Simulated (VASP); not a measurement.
Here is a VASP 6.6.1 calculation.

The input INCAR:

```
  PREC = Accurate
  ENCUT = 520
  EDIFF = 1E-7
  ISMEAR = -1
  SIGMA = 0.1
  LREAL = False
  LASPH = True
  NELM = 60
  ALGO = Normal
  ISIF = 2
  LWAVE = False
  LCHARG = True
  GGA = PE
  LELF = True
  LVHAR = True
  NBANDS = 10
```

File KPOINTS:

```
Automatic mesh
0
Gamma
  2 2 2
```

File POSCAR:

```
Na
1.0
   -2.0985562613      2.0985562613      2.0985562613
    2.0985562613     -2.0985562613      2.0985562613
    2.0985562613      2.0985562613     -2.0985562613
Na
1
Direct
    0.0000000000      0.0000000000      0.0000000000
```

Potentials or basis: VASP PAW PBE potentials, release 64 (Na_pv).

Command:

```console
$ cat potpaw_PBE.64/Na_pv/POTCAR > POTCAR
$ mpirun -np 1 vasp_std > vasp.out
```

Question: Estimate the band gap on the k mesh.

Answer: Zero (an odd number of electrons rules out a gap without spin polarisation).

Question: What does it give for the pressure?

Answer: 2.0 GPa.

Caveat: the k points lie up to 1.06 Å⁻¹ apart, too coarse for converged energies and pressures of a metal.
